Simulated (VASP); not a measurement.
A run of VASP 6.6.1 is set up as follows.

The input INCAR:

```
SYSTEM = Sc5W
  PREC = Accurate
  ENCUT = 520
  EDIFF = 1E-6
  ISMEAR = 0
  SIGMA = 0.1
  LREAL = .FALSE.
  LASPH = .TRUE.
  NELM = 100
  ALGO = Normal
  ISIF = 2
  LWAVE = .FALSE.
  LCHARG = .TRUE.
  GGA = PE
  LELF = .TRUE.
  LVHAR = .TRUE.
  NBANDS = 44
```

The input KPOINTS:

```
regular mesh
0
G
  4 4 4
  0 0 0
```

Contents of POSCAR:

```
Sc5W
1.0
    0.0000000000      3.7474605600      3.7474605600
    3.7474605600      0.0000000000      3.7474605600
    3.7474605600      3.7474605600      0.0000000000
Sc W
5 1
Direct
    0.1321095800      0.1321095800      0.1321095800
    0.1321095800      0.1321095800      0.6036712700
    0.1321095800      0.6036712700      0.1321095800
    0.6036712700      0.1321095800      0.1321095800
    0.5000000000      0.5000000000      0.5000000000
    0.7500000000      0.7500000000      0.7500000000
```

Potentials or basis: VASP PAW PBE potentials, release 64 (Sc_sv, W_sv).

Run with:

```bash
$ cat potpaw_PBE.64/Sc_sv/POTCAR potpaw_PBE.64/W_sv/POTCAR > POTCAR
$ mpirun -np 1 vasp_std > vasp.out
```

What does it give for the largest force?

2.709 eV/Å.

What does it give for the pressure?

22.5 GPa.

Forces in eV/Å, atoms in the order of the input:
```
Sc  -1.564 -1.564 -1.564
Sc   1.564  1.564 -1.564
Sc   1.564 -1.564  1.564
Sc  -1.564  1.564  1.564
Sc   0.000  0.000  0.000
W    0.000  0.000  0.000
```

Caveat: the k points lie up to 0.36 Å⁻¹ apart; forces of over 1 eV/Å act on the atoms, so gaps and moduli don't describe the material at rest.
